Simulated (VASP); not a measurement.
# Al7InSb8 (P1) in VASP: single point with r2SCAN

Aim: the single point of Al7InSb8 with r2SCAN.

Everything below comes from runs of VASP 6.6.1. Logs are shortened: lines on timing, memory, paths and dates and some standing lists are left out, and cuts for length are marked.

**1. The cell of the first run**

The typed cell holds 16 atoms: a = 7.568 Å, b = 7.568 Å, c = 8.738 Å, α = 90.00°, β = 106.78°, γ = 99.59°.

**2. Single point, r2SCAN**

POSCAR

```
Al7InSb8
1.0
   -3.0894375000     -6.1788750000     -3.0894375000
   -6.1788750000      3.0894375000      3.0894375000
    0.0000000000      6.1788750000     -6.1788750000
In Al Sb
1 7 8
Direct
    0.5000000000      0.2500000000      0.8750000000
    0.5000000000      0.2500000000      0.3750000000
    0.0000000000      0.0000000000      0.5000000000
    0.0000000000      0.0000000000      0.0000000000
    0.5000000000      0.7500000000      0.6250000000
    0.0000000000      0.5000000000      0.7500000000
    0.5000000000      0.7500000000      0.1250000000
    0.0000000000      0.5000000000      0.2500000000
    0.6250000000      0.4375000000      0.6562500000
    0.1250000000      0.1875000000      0.7812500000
    0.6250000000      0.4375000000      0.1562500000
    0.1250000000      0.1875000000      0.2812500000
    0.6250000000      0.9375000000      0.9062500000
    0.6250000000      0.9375000000      0.4062500000
    0.1250000000      0.6875000000      0.5312500000
    0.1250000000      0.6875000000      0.0312500000
```

INCAR.step1

```
  PREC = Accurate
  ENCUT = 550
  ISMEAR = 0
  SIGMA = 0.1
  LREAL = False
  LASPH = True
  NELM = 120
  NBANDS = 51
  GGA = PE
  ALGO = Normal
  EDIFF = 1E-5
  LWAVE = True
  LCHARG = False
  GGA_COMPAT = False
```

INCAR.step2

```
  PREC = Accurate
  ENCUT = 550
  EDIFF = 1E-6
  ISMEAR = 0
  SIGMA = 0.1
  LREAL = False
  LASPH = True
  NELM = 120
  ALGO = Normal
  ISIF = 2
  LWAVE = False
  LCHARG = False
  METAGGA = R2SCAN
  LMIXTAU = True
  NBANDS = 51
  ISTART = 1
  GGA_COMPAT = False
```

KPOINTS

```
Automatic mesh
0
Gamma
  4 4 2
```

Potentials or basis: VASP PAW PBE potentials, release 64 (In_d, Al, Sb).

Launch:

```
$ cat potpaw_PBE.64/In_d/POTCAR potpaw_PBE.64/Al/POTCAR potpaw_PBE.64/Sb/POTCAR > POTCAR
$ cp INCAR.step1 INCAR
$ mpirun -np 1 vasp_std > vasp.out
$ cp INCAR.step2 INCAR
$ mpirun -np 1 vasp_std > vasp.out
```

OUTCAR:

```text
PREC = Accurate
   ENCUT = 550
   EDIFF = 1E-6
   ISMEAR = 0
   LREAL = False
   LASPH = True
   NELM = 120
   ISIF = 2
   METAGGA = R2SCAN
   ISTART = 1

 ion  position               nearest neighbor table
   1  0.500  0.250  0.875-   9 2.68  11 2.68  13 2.68  10 2.68
   2  0.500  0.250  0.375-   9 2.68  11 2.68  14 2.68  12 2.68
   3  0.000  0.000  0.500-  10 2.68  12 2.68  15 2.68  14 2.68
   4  0.000  0.000  0.000-  10 2.68  12 2.68  16 2.68  13 2.68
   5  0.500  0.750  0.625-   9 2.68  13 2.68  14 2.68  15 2.68
   6  0.000  0.500  0.750-  10 2.68  15 2.68  16 2.68   9 2.68
[... 8 lines left out ...]
  15  0.125  0.688  0.531-   3 2.68   6 2.68   8 2.68   5 2.68
  16  0.125  0.688  0.031-   4 2.68   6 2.68   8 2.68   7 2.68

  LATTYP: Found a triclinic cell.
 ALAT       =     8.7382488252
 B/A-ratio  =     2.1794494718
 C/A-ratio  =     2.5000000000
 COS(alpha) =     0.0229415734
 COS(beta)  =     0.6000000000
 COS(gamma) =     0.8029550685

  Lattice vectors:

 A1 = (   0.0000000000,  -6.1788750000,   6.1788750000)
 A2 = (  -3.0894375000,  -3.0894375000,  18.5366250000)
 A3 = (   0.0000000000, -21.6260625000,  -3.0894375000)

Analysis of symmetry for initial positions (statically):
=====================================================================
 Subroutine PRICEL returns:
 Original cell was already a primitive cell.

 Routine SETGRP: Setting up the symmetry group for a
 triclinic supercell.

 Subroutine GETGRP returns: Found  1 space group operations
 (whereof  1 operations were pure point group operations)
 out of a pool of  2 trial point group operations.

The static configuration has the point symmetry C_1 .

Analysis of symmetry for dynamics (positions and initial velocities):
=====================================================================
 Subroutine PRICEL returns:
 Original cell was already a primitive cell.

 Routine SETGRP: Setting up the symmetry group for a
 triclinic supercell.

 Subroutine GETGRP returns: Found  1 space group operations
 (whereof  1 operations were pure point group operations)
 out of a pool of  2 trial point group operations.

The dynamic configuration has the point symmetry C_1 .

 Subroutine INISYM returns: Found  1 space group operations
 (whereof  1 operations are pure point group operations),
 and found     1 'primitive' translations

----------------------------------------------------------------------------------------

                                     Primitive cell

  volume of cell :     471.8003

  direct lattice vectors                    reciprocal lattice vectors
    -3.089437500 -6.178875000 -3.089437500    -0.080920880 -0.080920880 -0.080920880
    -6.178875000  3.089437500  3.089437500    -0.121381319  0.040460440  0.040460440
     0.000000000  6.178875000 -6.178875000    -0.020230220  0.060690660 -0.101151100

  length of vectors
     7.567545467  7.567545467  8.738248825     0.140159075  0.134192098  0.119683595

  position of ions in fractional coordinates (direct lattice)
     0.500000000  0.250000000  0.875000000
     0.500000000  0.250000000  0.375000000
     0.000000000  0.000000000  0.500000000
     0.000000000  0.000000000  0.000000000
     0.500000000  0.750000000  0.625000000
     0.000000000  0.500000000  0.750000000
[... 8 lines left out ...]
     0.125000000  0.687500000  0.531250000
     0.125000000  0.687500000  0.031250000

  ion indices of the primitive-cell ions
   primitive index   ion index
                 1           1
                 2           2
                 3           3
[... 34 lines left out ...]

 -----------------------------------------------------------------------------
|                                                                             |
|           W    W    AA    RRRRR   N    N  II  N    N   GGGG   !!!           |
|           W    W   A  A   R    R  NN   N  II  NN   N  G    G  !!!           |
|           W    W  A    A  R    R  N N  N  II  N N  N  G       !!!           |
|           W WW W  AAAAAA  RRRRR   N  N N  II  N  N N  G  GGG   !            |
|           WW  WW  A    A  R   R   N   NN  II  N   NN  G    G                |
|           W    W  A    A  R    R  N    N  II  N    N   GGGG   !!!           |
|                                                                             |
|     Your reciprocal lattice and k-lattice belong to different lattice       |
|     classes:                                                                |
|                                                                             |
|        The reciprocal lattice is triclinic,                                 |
|        whereas your k-lattice is base-centered monoclinic.                  |
|                                                                             |
|     Results are often still useful ...                                      |
|                                                                             |
 -----------------------------------------------------------------------------

 Subroutine IBZKPT returns following result:
 ===========================================

 Found     20 irreducible k-points:

 Following reciprocal coordinates:
            Coordinates               Weight
  0.000000  0.000000  0.000000      1.000000
  0.250000 -0.000000  0.000000      2.000000
  0.500000 -0.000000  0.000000      1.000000
  0.000000  0.250000  0.000000      2.000000
  0.250000  0.250000  0.000000      2.000000
  0.500000  0.250000  0.000000      2.000000
[... 12 lines left out ...]
  0.250000  0.500000  0.500000      2.000000
  0.500000  0.500000  0.500000      1.000000
   k-points           NKPTS =     20   k-points in BZ     NKDIM =     20   number of bands    NBANDS=     51
   number of dos      NEDOS =    301   number of ions     NIONS =     16
   total plane-waves  NPLWV = 252000
   dimension x,y,z NGX =    60 NGY =   60 NGZ =   70
   dimension x,y,z NGXF=   120 NGYF=  120 NGZF=  140
   ions per type =               1   7   8
   NGX,Y,Z   is equivalent  to a cutoff of  13.18, 13.18, 13.32 a.u.
   NGXF,Y,Z  is equivalent  to a cutoff of  26.36, 26.36, 26.64 a.u.
 SYSTEM =  unknown system
   PREC   = accura    normal or accurate (medium, high low for compatibility)
   ISTART =      1    job   : 0-new  1-cont  2-samecut
   ICHARG =      0    charge: 1-file 2-atom 10-const
   ISPIN  =      1    spin polarized calculation?
   LNONCOLLINEAR =      F non collinear calculations
   LSORBIT =      F    spin-orbit coupling
   LASPH  =      T    aspherical Exc in radial PAW
   ENCUT  =  550.0 eV  40.42 Ry    6.36 a.u.  14.47 14.47 16.71*2*pi/ulx,y,z
   NELM   =    120;   NELMIN=  2; NELMDL=  0     # of ELM steps
   EDIFF  = 0.1E-05   stopping-criterion for ELM
   LREAL  =      F    real-space projection
   EDIFFG = 0.1E-04   stopping-criterion for IOM
   NSW    =      0    number of steps for IOM
   IBRION =     -1    ionic relax: 0-MD 1-quasi-New 2-CG
   NFREE  =      0    steps in history (QN), initial steepest desc. (CG)
   ISIF   =      2    stress and relaxation
   ISYM   =      2    0-nonsym 1-usesym 2-fastsym
   POTIM  = 0.5000    time-step for ionic-motion
   TEBEG  =    0.0;   TEEND  =   0.0 temperature during run
   PSTRESS=    0.0 pullay stress
   NELECT =      74.0000    total number of electrons
   NUPDOWN=      -1.0000    fix difference up-down
   EMIN   =  10.00;   EMAX   =-10.00  energy-range for DOS
   EFERMI =   0.00;   METHOD = LEGACY
   ISMEAR =     0;   SIGMA  =   0.10  broadening in eV -4-tet -1-fermi 0-gaus
   EFERMI_NEDOS =   21; number of points for ismear=-14 and -15
   IALGO  =     38    algorithm
   IMIX   =      4    mixing-type and parameters
     AMIX     =   0.40;   BMIX     =  1.00
     AMIX_MAG =   1.60;   BMIX_MAG =  1.00
  volume/ion in A,a.u.               =      29.49       198.99
  Fermi-wavevector in a.u.,A,eV,Ry     =   0.882875  1.668392 10.605315  0.779469
  Thomas-Fermi vector in A             =   2.003566
   LORBIT       =      0    0 simple, 1 ext, 2 COOP (PROOUT), +10 PAW based schemes
   METAGGA = R2SCAN    functional components
   LHFCALC =     F    Hartree Fock is set to
   AEXX    =    0.0000 exact exchange contribution
   IVDW    =     0    specifies the selected vdW correction
   LEPSILON=     F    determine dielectric tensor
   LRPA    =     F    only Hartree local field effects (RPA)
 non-spin polarized calculation
 Gauss-broadening in eV      SIGMA  =   0.10
  energy-cutoff  :      550.00
  volume of cell :      471.80
 maximum number of plane-waves:     13853
 NGX is ok and might be reduce to    60
   NGX = 29   NGY = 29   NGZ = 33

 number of electron      74.0000003 magnetization

 Free energy of the ion-electron system (eV)
  ---------------------------------------------------
  ext. energy  EPLUGINS =         0.00000000
  ---------------------------------------------------
  free energy    TOTEN  =      -278.89506200 eV

  energy without entropy =     -278.89506200  energy(sigma->0) =     -278.89506200

 E-fermi :   5.1853     XC(G=0):  -9.1093

 val. band max:        4.7243141652   @ k =   0.0000   0.0000   0.0000
 cond. band min:       6.1981847946   @ k =   0.5000   0.5000   0.0000
 fundamental gap:      1.4738706294
 Fermi energy:         5.1852624538

 k-point     1 :       0.0000    0.0000    0.0000
  band No.  band energies     occupation
      1     -10.3552      2.00000
      2     -10.3515      2.00000
      3     -10.3511      2.00000
      4     -10.2095      2.00000
      5     -10.2063      2.00000
      6      -6.4699      2.00000
[... 1029 lines left out ...]
     48       8.2476      0.00000
     49       8.3093      0.00000
 [bands above 49 left out]

------------------------ aborting loop because EDIFF is reached ----------------------------------------

  FORCE on cell =-STRESS in cart. coord.  units (eV):
  Direction    XX          YY          ZZ          XY          YZ          ZX
  --------------------------------------------------------------------------------------
  -------------------------------------------------------------------------------------
  Total        4.0897654      5.0458889      5.0476558     -0.0157989     -0.6982970     -0.0152038
  in kB       13.8883534     17.1352342     17.1412342     -0.0536512     -2.3713330     -0.0516302
  external PRESSURE =      16.0549406 kB  Pullay stress =       0.0000000 kB

 VOLUME and BASIS-vectors are now :
 -----------------------------------------------------------------------------
  energy-cutoff  :      550.00
  volume of cell :      471.80
      direct lattice vectors                 reciprocal lattice vectors
    -3.089437500 -6.178875000 -3.089437500    -0.080920880 -0.080920880 -0.080920880
    -6.178875000  3.089437500  3.089437500    -0.121381319  0.040460440  0.040460440
     0.000000000  6.178875000 -6.178875000    -0.020230220  0.060690660 -0.101151100

 POSITION                                       TOTAL-FORCE (eV/Angst)
 -----------------------------------------------------------------------------------
     -3.08944      3.08944     -6.17887        -0.003186     -0.000137     -0.000078
     -3.08944      0.00000     -3.08944        -0.039236     -0.006838     -0.006843
      0.00000      3.08944     -3.08944         0.004001      0.020490      0.000910
      0.00000      0.00000      0.00000         0.018164      0.000163      0.019826
     -6.17887      3.08944     -3.08944         0.002593     -0.016925     -0.016795
     -3.08944      6.17887     -3.08944         0.016139      0.003809      0.020655
[... 8 lines left out ...]
     -4.63416      4.63416     -1.54472        -0.006877     -0.004011     -0.010152
     -4.63416      1.54472      1.54472         0.002931     -0.007799     -0.001644
 -----------------------------------------------------------------------------------
    total drift:                               -0.006047     -0.006241     -0.006276

  FREE ENERGIE OF THE ION-ELECTRON SYSTEM (eV)
  ---------------------------------------------------
  free  energy   TOTEN  =      -278.8950619992 eV

  energy  without entropy=     -278.8950619992  energy(sigma->0) =     -278.89506200
```

Run time: 45 min. Hardware: 1 thread of Intel Xeon Platinum 8259CL at 2.50GHz (Skylake/Cascade Lake), shared host; peak memory 0.89 GiB.

What came out:

| Property | Result |
| --- | --- |
| Free energy | -278.8951 eV |
| Pressure | 1.6 GPa |
| Largest force | 1.178 eV/Å |
| Band gap on the k mesh | 1.47 eV (least direct gap 1.61 eV) |

Forces in eV/Å, atoms in the order of the input:
```
In  -0.003  0.000  0.000
Al  -0.039 -0.007 -0.007
Al   0.004  0.020  0.001
Al   0.018  0.000  0.020
Al   0.003 -0.017 -0.017
Al   0.016  0.004  0.021
Al   0.001 -0.018 -0.019
Al   0.000  0.020  0.003
Sb  -0.677 -0.672  0.679
Sb   0.680  0.680  0.678
Sb  -0.677  0.674 -0.676
Sb  -0.002 -0.002  0.001
Sb   0.685 -0.675 -0.681
Sb  -0.004  0.004  0.009
Sb  -0.007 -0.004 -0.010
Sb   0.003 -0.008 -0.002
```

Caveat: the PAW data sets were made with another functional, which shifts forces and pressure a little; spin-orbit coupling is left out, which moves the levels of the heavy elements.
